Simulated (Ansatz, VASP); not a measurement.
**One calculation of Si, two programs**

```
CELL_PARAMETERS angstrom
0.00000 2.82312 2.82312
2.82312 0.00000 2.82312
2.82312 2.82312 0.00000
ATOMIC_POSITIONS crystal
Si 0.75000 0.75000 0.75000
Si 0.50000 0.50000 0.50000
```

Alike in both runs: task single point; functional PBE; k mesh 10 × 10 × 10; occupations gaussian, width 0.02 eV; no spin polarisation.

|  | VASP | Ansatz |
| --- | --- | --- |
| version | VASP 6.6.1 | Ansatz 0.2.0 |
| potentials or method | VASP PAW PBE potentials, release 64 (Si), cutoff 500 eV | scalar-relativistic, plane waves, PAW |
| valence electrons in the cell | 8 | 8 |

```csv
,VASP,Ansatz,Ansatz less VASP
gap on the k mesh at the Fermi level (eV),0.77,0.76,-0.002
least direct gap on the mesh (eV),2.08,2.08,-0.006
pressure (GPa),-6.9,-6.8,+0.06
```

The functional is the same, so the differences come from potentials, cutoffs and numerics.
